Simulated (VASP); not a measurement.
Mg, 1 atom in the cell. The structure is cubic, space group Fm-3m (No. 225). Conventional cell: a = 4.624 Å, b = 4.624 Å, c = 4.624 Å, α = 90.00°, β = 90.00°, γ = 90.00°. Mg (site symmetry m-3m) has 12 Mg at 3.27 Å within 4.3 Å.  This cell differs from its parent crystal: strained.

- Program: VASP 6.6.1
- Task: single point
- Functional: PBE
- Potentials or basis: VASP PAW PBE potentials, release 64 (Mg)
- Cutoff: 520 eV
- k mesh: 16 × 16 × 16
- Occupations: gaussian, width 0.1 eV
- Spin: no spin polarisation
- Dipole correction: no
- Further INCAR settings: ALGO = Normal; EDIFF = 1e-07; NBANDS = 7

Potentials or basis: VASP PAW PBE potentials, release 64 (Mg).

The run is started by

```sh
$ cat potpaw_PBE.64/Mg/POTCAR > POTCAR
$ mpirun -np 1 vasp_std > vasp.out
```

Hardware: 1 thread of Intel Xeon 6975P-C (shared host).

Q: Estimate the wall time of this run.

A: It took 8.6 s on 1 thread of Intel Xeon 6975P-C, on a shared host, peak memory 0.15 GiB. Counts: scf iterations 11, k points 145.
